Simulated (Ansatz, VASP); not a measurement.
# One calculation of CsPtS, two programs

File INCAR:

```
PREC     = Accurate       # precision mode
ENCUT    = 600            # plane-wave cutoff, eV
EDIFF    = 1E-6           # SCF threshold, eV
ISMEAR   = 0              # smearing method
SIGMA    = 0.1            # smearing width, eV
LREAL    = F              # projectors in reciprocal space
LASPH    = T              # aspherical terms in the spheres
NELM     = 80             # most SCF steps
ALGO     = Normal         # electronic algorithm
ISIF     = 3              # what is computed and relaxed
LWAVE    = F              # write WAVECAR
LCHARG   = F              # write CHGCAR
GGA      = PE             # functional
IBRION   = 2              # ionic algorithm
NSW      = 100            # ionic steps
EDIFFG   = -0.01          # ionic threshold
```

KPOINTS

```
regular mesh
0
Gamma
  14 14 8
```

File POSCAR:

```
CsPtS
1.0
    3.5980074138      0.0000000000      0.0000000000
    0.0000000000      3.5980074138      0.0000000000
    0.0000000000      0.0000000000      6.2674615165
Cs Pt S
1 1 1
Direct
    0.0000000000      0.0000000000      0.0000000000
    0.0000000000      0.0000000000      0.5000000000
    0.5000000000      0.5000000000      0.5000000000
```

Input for Ansatz:

```yaml
crystal:
  lattice:
    - [3.5980074138, 0.0, 0.0]
    - [0.0, 3.5980074138, 0.0]
    - [0.0, 0.0, 6.2674615165]
  atoms:
    - { symbol: Cs, position: [0.0, 0.0, 0.0] }
    - { symbol: Pt, position: [0.0, 0.0, 0.5] }
    - { symbol: S, position: [0.5, 0.5, 0.5] }
basis:
  ecutwfc: 420
kpoints:
  mp_grid: { grid: [14, 14, 8] }
hamiltonian:
  xc: pbe
scf:
  occupations: { method: gaussian, width: 0.1 }
output:
  forces: true
  stress: true
  eigenvalues: true
relax:
  adjacent_minimum: "off"
  f_tol: 0.01
  max_steps: 80
  cell: { stress_tol: 0.05 }
```

Alike in both runs: task relaxation of cell and atoms; functional PBE; k mesh 14 × 14 × 8; occupations gaussian, width 0.1 eV; no spin polarisation.

```csv
,VASP,Ansatz
version,VASP 6.6.1,Ansatz 0.2.0
potentials or method,"VASP PAW PBE potentials, release 64 (Cs_sv, Pt, S), cutoff 600 eV","scalar-relativistic, plane waves, PAW"
valence electrons in the cell,25,33
```

VASP gave:

```
gap on the k mesh at the Fermi level, each at its own relaxed structure (eV) : none
relaxed volume (Å³/atom)                                                     : 27.17
relaxed cell length with the largest relative difference (Å)                 : 6.297
```

Problem. What did Ansatz give for the same quantities?

Solution. gap on the k mesh at the Fermi level, each at its own relaxed structure (eV): none; relaxed volume (Å³/atom): 27.06; relaxed cell length with the largest relative difference (Å): 6.267.

A gap of «none» marks a metal or a gap that the smearing closes. VASP's potentials hold 25 valence electrons a cell and Ansatz's 33, so a difference there can come from the potentials and not from the codes.

Neither program's run includes spin-orbit coupling.
